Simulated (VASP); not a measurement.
Runs of VASP 6.6.1 on LiP2. The structure is that of space group P4/mbm (No. 127), or close to it. The cells are those of the table. 

```tsv
task	cell	k mesh	cutoff (eV)	gap on the mesh (eV)	largest force (eV/Å)
relaxation of cell and atoms	relaxed from a = 6.383, b = 6.383, c = 2.571 Å, 6 atoms	6 × 6 × 14	600	none	-
single point	a = 5.967, b = 5.967, c = 2.365 Å, 6 atoms	4 × 4 × 8	520	none	1.54
single point	a = 6.383, b = 6.383, c = 2.571 Å, 6 atoms	4 × 4 × 8	520	none	0.06
single point	a = 6.410, b = 6.410, c = 2.515 Å, 6 atoms	6 × 6 × 14	520	none	(a)
```

Alike in all rows: level PBE; potentials or basis VASP PAW PBE potentials, release 64 (Li_sv, P); no spin polarisation; smearing gaussian 0.1 eV.

Task: Fill in the values left out.

Result: (a) 0.05.

Caveats: forces of over 1 eV/Å act on the atoms, so gaps and moduli don't describe the material at rest (some runs).

A gap of «none» marks levels without a gap at the run's occupations.
